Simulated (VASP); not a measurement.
Wanted: the native input for a VASP 6.6.1 run.

```
Task                   : single point
Functional             : PBE
Potentials or basis    : VASP PAW PBE potentials, release 64 (Al, O)
Cutoff                 : 520 eV
k mesh                 : 6 × 6 × 6
Occupations            : fermi-dirac, width 0.02 eV
Spin                   : no spin polarisation
Dipole correction      : no
Further INCAR settings : ALGO = Normal; EDIFF = 1e-06; NBANDS = 35
```

The structure of Al2O3 lies in POSCAR:

```
Al2O3
1.0
    2.3793614130      1.3737249523      4.4615418082
   -2.3793614130      1.3737249523      4.4615418082
    0.0000000000     -2.7474499046      4.4615418082
Al O
4 6
Direct
    0.8511485239      0.8511485239      0.8511485239
    0.3511485239      0.3511485239      0.3511485239
    0.1488514761      0.1488514761      0.1488514761
    0.6488514761      0.6488514761      0.6488514761
    0.4431093499      0.0568906501      0.7500000000
    0.0568906501      0.7500000000      0.4431093499
    0.5568906501      0.9431093499      0.2500000000
    0.2500000000      0.5568906501      0.9431093499
    0.9431093499      0.2500000000      0.5568906501
    0.7500000000      0.4431093499      0.0568906501
```

This cell differs from its parent crystal: uniaxial z strain +3.0%.

One way to write it, as run:

INCAR

```
SYSTEM = Al2O3
ALGO = Normal ; EDIFF = 1E-6
ENCUT = 520 ; GGA = PE
ISIF = 2 ; ISMEAR = -1
LASPH = .TRUE. ; LCHARG = .TRUE.
LELF = .TRUE. ; LREAL = .FALSE.
LVHAR = .TRUE. ; LWAVE = .FALSE.
NBANDS = 35 ; NELM = 80
PREC = Accurate ; SIGMA = 0.02
```

KPOINTS

```
k-points
0
G
  6 6 6
  0 0 0
```

Potentials or basis: VASP PAW PBE potentials, release 64 (Al, O).

Command:

```bash
$ cat potpaw_PBE.64/Al/POTCAR potpaw_PBE.64/O/POTCAR > POTCAR
$ mpirun -np 1 vasp_std > vasp.out
```

It gave:

```yaml
Pressure: 0.4 GPa
Largest_force: 0.019 eV/Å
Band_gap_on_the_k_mesh: 5.82 eV, direct
```

Caveat: the cell differs from its parent crystal (uniaxial z strain +3.0%).

Wall time 87 s on 1 thread of Intel(R) Xeon(R) Platinum 8488C (Sapphire Rapids), on a shared host, peak memory 0.25 GiB.
